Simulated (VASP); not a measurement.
BiBTe3:

```
CELL_PARAMETERS angstrom
3.44466 0.00000 0.00000
0.00000 3.44466 0.00000
0.00000 0.00000 12.56923
ATOMIC_POSITIONS crystal
B 0.50000 0.50000 0.50000
Bi 0.00000 0.00000 0.50000
Te 0.00000 0.00000 0.75669
Te 0.00000 0.00000 0.24331
Te 0.00000 0.00000 0.00000
```

```yaml
Program: VASP 6.6.1
Task: relaxation of cell and atoms
Functional: PBE
Potentials_or_basis: VASP PAW PBE potentials, release 64 (B, Bi_d, Te)
Cutoff: 600 eV
k_mesh: 6 × 6 × 2
Occupations: gaussian, width 0.1 eV
Spin: no spin polarisation
```

At the start: pressure 0.4 GPa; volume 29.83 Å³/atom.

**Question.** How do energy, volume and symmetry change on relaxing?

**Answer.** Over 9 steps the energy falls by 12.1 meV/atom and the volume is 30.32 Å³/atom (+1.7 %); space group P4/mmm (No. 123, to 0.05 Å).

The path:
```
step  energy change (eV)  largest force (eV/Å)  pressure (GPa)  volume (Å³)
   1              0.0000                0.4724            0.39       149.14
   2             -0.0358                0.2766            0.02       150.70
   3             -0.0360                0.2547            0.01       150.85
   4             -0.0449                0.1997           -0.07       151.15
   5             -0.0588                0.0508           -0.22       152.07
   6             -0.0598                0.0059           -0.23       152.35
   7             -0.0598                0.0067           -0.24       152.43
   8             -0.0595                0.0119            0.31       150.61
   9             -0.0606                0.0089            0.01       151.61
```

Final structure:
```xyz
5
Lattice="3.4692 0.0000 0.0000 0.0000 3.4692 0.0000 0.0000 0.0000 12.5976" Properties=species:S:1:pos:R:3 pbc="T T T"
B     1.7346    1.7346    6.2988
Bi    0.0000    0.0000    6.2988
Te    0.0000    0.0000    9.6432
Te    0.0000    3.4692    2.9544
Te    0.0000    0.0000   12.5976
```
